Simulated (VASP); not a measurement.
# Sb (P6_3/mmc) in VASP: single point with PBE+D3(BJ)

Aim: the single point of Sb with PBE+D3(BJ).

Everything below comes from runs of VASP 6.6.1. Logs are shortened: lines on timing, memory, paths and dates and some standing lists are left out, and cuts for length are marked.

**1. The cell of the first run**

The structure is hexagonal, space group P6_3/mmc (No. 194). The conventional cell has a = 3.369 Å, b = 3.369 Å, c = 5.330 Å, α = 90.00°, β = 90.00°, γ = 120.00°. Sb (site symmetry -6m2) has 12 Sb at 3.30 to 3.37 Å within 4.3 Å.

**2. Single point, PBE+D3(BJ)**

Input file INCAR:

```
SYSTEM = Sb
ALGO = Normal ; EDIFF = 1E-6
ENCUT = 500 ; GGA = PE
GGA_COMPAT = .FALSE. ; ISIF = 2
ISMEAR = 0 ; IVDW = 12
LASPH = .TRUE. ; LCHARG = .FALSE.
LREAL = .FALSE. ; LWAVE = .FALSE.
NBANDS = 12 ; NELM = 120
PREC = Accurate ; SIGMA = 0.1
```

Input file KPOINTS:

```
k-points
0
G
  6 6 4
  0 0 0
```

Input file POSCAR:

```
Sb
1.0
    3.3690001795      0.0000000000      0.0000000000
   -1.6845000898      2.9176397408      0.0000000000
    0.0000000000      0.0000000000      5.3300000000
Sb
2
Direct
    0.3333333333      0.6666666667      0.2500000000
    0.6666666667      0.3333333333      0.7500000000
```

Potentials or basis: VASP PAW PBE potentials, release 64 (Sb).

Launch:

```sh
$ cat potpaw_PBE.64/Sb/POTCAR > POTCAR
$ mpirun -np 1 vasp_std > vasp.out
```

OUTCAR:

```text
SYSTEM = Sb
   EDIFF = 1E-6
   ENCUT = 500
   GGA = PE
   ISIF = 2
   ISMEAR = 0
   IVDW = 12
   LASPH = .TRUE.
   LREAL = .FALSE.
   NELM = 120
   PREC = Accurate
 IVDW          = 12

 ion  position               nearest neighbor table
   1  0.333  0.667  0.250-   2 3.30   2 3.30   2 3.30   2 3.30   2 3.30   2 3.30
   2  0.667  0.333  0.750-   1 3.30   1 3.30   1 3.30   1 3.30   1 3.30   1 3.30

  LATTYP: Found a hexagonal cell.
 ALAT       =     3.3690001795
 C/A-ratio  =     1.5820717471

  Lattice vectors:

 A1 = (   3.3690001795,   0.0000000000,   0.0000000000)
 A2 = (  -1.6845000898,   2.9176397408,   0.0000000000)
 A3 = (   0.0000000000,   0.0000000000,   5.3300000000)

Analysis of symmetry for initial positions (statically):
=====================================================================
 Subroutine PRICEL returns:
 Original cell was already a primitive cell.

 Routine SETGRP: Setting up the symmetry group for a
 hexagonal supercell.

 Subroutine GETGRP returns: Found 24 space group operations
 (whereof 12 operations were pure point group operations)
 out of a pool of 24 trial point group operations.

The static configuration has the point symmetry D_3d.
 The point group associated with its full space group is D_6h.

Analysis of symmetry for dynamics (positions and initial velocities):
=====================================================================
 Subroutine PRICEL returns:
 Original cell was already a primitive cell.

 Routine SETGRP: Setting up the symmetry group for a
 hexagonal supercell.

 Subroutine GETGRP returns: Found 24 space group operations
 (whereof 12 operations were pure point group operations)
 out of a pool of 24 trial point group operations.

The dynamic configuration has the point symmetry D_3d.
 The point group associated with its full space group is D_6h.

 Subroutine INISYM returns: Found 24 space group operations
 (whereof 12 operations are pure point group operations),
 and found     1 'primitive' translations

----------------------------------------------------------------------------------------

                                     Primitive cell

  volume of cell :      52.3914

  direct lattice vectors                    reciprocal lattice vectors
     3.369000179  0.000000000  0.000000000     0.296823968  0.171371398  0.000000000
    -1.684500090  2.917639741  0.000000000     0.000000000  0.342742795  0.000000000
     0.000000000  0.000000000  5.330000000     0.000000000  0.000000000  0.187617261

  length of vectors
     3.369000179  3.369000180  5.330000000     0.342742795  0.342742795  0.187617261

  position of ions in fractional coordinates (direct lattice)
     0.333333333  0.666666667  0.250000000
     0.666666667  0.333333333  0.750000000

  ion indices of the primitive-cell ions
   primitive index   ion index
                 1           1
                 2           2

----------------------------------------------------------------------------------------

 KPOINTS: k-points

Automatic generation of k-mesh.
 Grid dimensions read from file:
 generate k-points for:    6    6    4

 Generating k-lattice:

  Cartesian coordinates                     Fractional coordinates (reciprocal lattice)
     0.049470661  0.028561900  0.000000000     0.166666667 -0.000000000  0.000000000
     0.000000000  0.057123799  0.000000000     0.000000000  0.166666667  0.000000000
     0.000000000  0.000000000  0.046904315     0.000000000  0.000000000  0.250000000

  Length of vectors
     0.057123799  0.057123799  0.046904315

  Shift w.r.t. Gamma in fractional coordinates (k-lattice)
     0.000000000  0.000000000  0.000000000

 Subroutine IBZKPT returns following result:
 ===========================================

 Found     21 irreducible k-points:

 Following reciprocal coordinates:
            Coordinates               Weight
  0.000000  0.000000  0.000000      1.000000
  0.166667  0.000000  0.000000      6.000000
  0.333333  0.000000  0.000000      6.000000
  0.500000  0.000000  0.000000      3.000000
  0.166667  0.166667  0.000000      6.000000
  0.333333  0.166667  0.000000     12.000000
[... 13 lines left out ...]
  0.333333  0.166667  0.500000     12.000000
  0.333333  0.333333  0.500000      2.000000
   k-points           NKPTS =     21   k-points in BZ     NKDIM =     21   number of bands    NBANDS=     12
   number of dos      NEDOS =    301   number of ions     NIONS =      2
   total plane-waves  NPLWV =  31360
   dimension x,y,z NGX =    28 NGY =   28 NGZ =   40
   dimension x,y,z NGXF=    56 NGYF=   56 NGZF=   80
   ions per type =               2
   NGX,Y,Z   is equivalent  to a cutoff of  13.82, 13.82, 12.48 a.u.
   NGXF,Y,Z  is equivalent  to a cutoff of  27.63, 27.63, 24.95 a.u.
 SYSTEM =  Sb
   PREC   = accura    normal or accurate (medium, high low for compatibility)
   ISTART =      0    job   : 0-new  1-cont  2-samecut
   ICHARG =      2    charge: 1-file 2-atom 10-const
   ISPIN  =      1    spin polarized calculation?
   LNONCOLLINEAR =      F non collinear calculations
   LSORBIT =      F    spin-orbit coupling
   LASPH  =      T    aspherical Exc in radial PAW
   ENCUT  =  500.0 eV  36.75 Ry    6.06 a.u.   6.14  6.14  9.72*2*pi/ulx,y,z
   NELM   =    120;   NELMIN=  2; NELMDL= -5     # of ELM steps
   EDIFF  = 0.1E-05   stopping-criterion for ELM
   LREAL  =      F    real-space projection
   EDIFFG = 0.1E-04   stopping-criterion for IOM
   NSW    =      0    number of steps for IOM
   IBRION =     -1    ionic relax: 0-MD 1-quasi-New 2-CG
   NFREE  =      0    steps in history (QN), initial steepest desc. (CG)
   ISIF   =      2    stress and relaxation
   ISYM   =      2    0-nonsym 1-usesym 2-fastsym
   POTIM  = 0.5000    time-step for ionic-motion
   TEBEG  =    0.0;   TEEND  =   0.0 temperature during run
   PSTRESS=    0.0 pullay stress
   NELECT =      10.0000    total number of electrons
   NUPDOWN=      -1.0000    fix difference up-down
   EMIN   =  10.00;   EMAX   =-10.00  energy-range for DOS
   EFERMI =   0.00;   METHOD = LEGACY
   ISMEAR =     0;   SIGMA  =   0.10  broadening in eV -4-tet -1-fermi 0-gaus
   EFERMI_NEDOS =   21; number of points for ismear=-14 and -15
   IALGO  =     38    algorithm
   IMIX   =      4    mixing-type and parameters
     AMIX     =   0.40;   BMIX     =  1.00
     AMIX_MAG =   1.60;   BMIX_MAG =  1.00
  volume/ion in A,a.u.               =      26.20       176.78
  Fermi-wavevector in a.u.,A,eV,Ry     =   0.942587  1.781231 12.088376  0.888471
  Thomas-Fermi vector in A             =   2.070211
   LORBIT       =      0    0 simple, 1 ext, 2 COOP (PROOUT), +10 PAW based schemes
   GGA     = PE    functional components
   LHFCALC =     F    Hartree Fock is set to
   AEXX    =    0.0000 exact exchange contribution
   IVDW    =    12    specifies the selected vdW correction
   LEPSILON=     F    determine dielectric tensor
   LRPA    =     F    only Hartree local field effects (RPA)
 non-spin polarized calculation
 Gauss-broadening in eV      SIGMA  =   0.10
  energy-cutoff  :      500.00
  volume of cell :       52.39
 maximum number of plane-waves:      1346
 NGX is ok and might be reduce to    28
   NGX = 13   NGY = 13   NGZ = 19

 number of electron      10.0000000 magnetization

 Free energy of the ion-electron system (eV)
  ---------------------------------------------------
  ext. energy  EPLUGINS =         0.00000000
  ---------------------------------------------------
  free energy    TOTEN  =        -7.76080302 eV

  energy without entropy =       -7.75894773  energy(sigma->0) =       -7.75987538

 E-fermi :   8.8457     XC(G=0): -10.3512

 val. band max:        8.7194232325   @ k =   0.5000   0.0000   0.0000
 cond. band min:       8.9099068727   @ k =   0.1667   0.0000   0.0000
 fundamental gap:      0.1904836402
 Fermi energy:         8.8456597184

 k-point     1 :       0.0000    0.0000    0.0000
  band No.  band energies     occupation
      1      -4.2569      2.00000
      2      -0.0343      2.00000
      3       2.9658      2.00000
      4      12.2316      0.00000
      5      12.2316      0.00000
      6      14.0271      0.00000
      7      14.0271      0.00000
      8      14.9825      0.00000
      9      16.3088      0.00000
     10      17.7053      0.00000
     11      18.7846      0.00000
     12      18.7846      0.00000

 k-point     2 :       0.1667    0.0000    0.0000
  band No.  band energies     occupation
      1      -3.7694      2.00000
      2       0.3761      2.00000
      3       3.4745      2.00000
      4       8.9099      0.36357
      5      10.9338      0.00000
      6      11.9572      0.00000
      7      13.9578      0.00000
      8      14.0648      0.00000
      9      15.5041      0.00000
     10      18.1431      0.00000
     11      18.5761      0.00000
     12      19.3398      0.00000

 k-point     3 :       0.3333    0.0000    0.0000
  band No.  band energies     occupation
      1      -2.3455      2.00000
      2       1.2965      2.00000
      3       4.9342      2.00000
      4       5.1363      2.00000
      5       8.4317      2.00000
      6       9.5319      0.00000
      7      10.9953      0.00000
      8      13.1344      0.00000
      9      13.6628      0.00000
     10      16.8621      0.00000
     11      17.9526      0.00000
     12      18.2681      0.00000
[... 241 lines left out ...]
 k-point    20 :       0.3333    0.1667    0.5000
  band No.  band energies     occupation
      1       0.0857      2.00000
      2       0.0857      2.00000
      3       4.4128      2.00000
      4       4.4128      2.00000
      5       7.7801      2.00000
      6       7.7801      2.00000
      7      11.5954      0.00000
      8      11.5954      0.00000
      9      16.3491      0.00000
     10      16.3491      0.00000
     11      17.4969      0.00000
     12      17.4969      0.00000

 k-point    21 :       0.3333    0.3333    0.5000
  band No.  band energies     occupation
      1       0.9538      2.00000
      2       0.9538      2.00000
      3       4.4075      2.00000
      4       4.4075      2.00000
      5       5.5620      2.00000
      6       5.5620      2.00000
      7      12.2973      0.00000
      8      12.2973      0.00000
      9      16.6931      0.00000
     10      16.6931      0.00000
     11      17.1503      0.00000
     12      17.1503      0.00000

------------------------ aborting loop because EDIFF is reached ----------------------------------------

 Edisp (eV)   -1.07829

 E8    (eV) :    -0.4976

  FORCE on cell =-STRESS in cart. coord.  units (eV):
  Direction    XX          YY          ZZ          XY          YZ          ZX
  --------------------------------------------------------------------------------------
  -------------------------------------------------------------------------------------
  Total      -1.18298    -1.18298     2.29244     0.00000    -0.00000     0.00000
  in kB     -36.17660   -36.17660    70.10509     0.00000    -0.00000     0.00000
  external pressure =       -0.75 kB  Pullay stress =        0.00 kB

 VOLUME and BASIS-vectors are now :
 -----------------------------------------------------------------------------
  energy-cutoff  :      500.00
  volume of cell :       52.39
      direct lattice vectors                 reciprocal lattice vectors
     3.369000179  0.000000000  0.000000000     0.296823968  0.171371398  0.000000000
    -1.684500090  2.917639741  0.000000000     0.000000000  0.342742795  0.000000000
     0.000000000  0.000000000  5.330000000     0.000000000  0.000000000  0.187617261

 POSITION                                       TOTAL-FORCE (eV/Angst)
 -----------------------------------------------------------------------------------
     -0.00000      1.94509      1.33250         0.000000      0.000000      0.000000
      1.68450      0.97255      3.99750        -0.000000     -0.000000      0.000000
 -----------------------------------------------------------------------------------
    total drift:                               -0.000000      0.000000      0.000000

  FREE ENERGIE OF THE ION-ELECTRON SYSTEM (eV)
  ---------------------------------------------------
  free  energy   TOTEN  =        -8.8390892117 eV

  energy  without entropy=       -8.8372339259  energy(sigma->0) =       -8.83816157
```

It took 8.8 s on 1 thread of Intel Xeon Platinum 8375C at 2.90GHz (Ice Lake), shared host; peak memory 0.18 GiB.

Results:

```
Free energy                : -8.8391 eV
Pressure                   : -0.1 GPa
Band gap on the k mesh     : zero (band 5 reaches 13.13 eV, above the bottom of band 6 at 5.56 eV)
Dispersion energy per atom : -0.539 eV
```

Stress tensor (GPa, compression positive):
```
-3.62  0.00  0.00
 0.00 -3.62  0.00
 0.00  0.00  7.01
```

Caveat: spin-orbit coupling is left out, which moves the levels of the heavy elements; pairwise dispersion overbinds metals, which lowers pressure and volume.
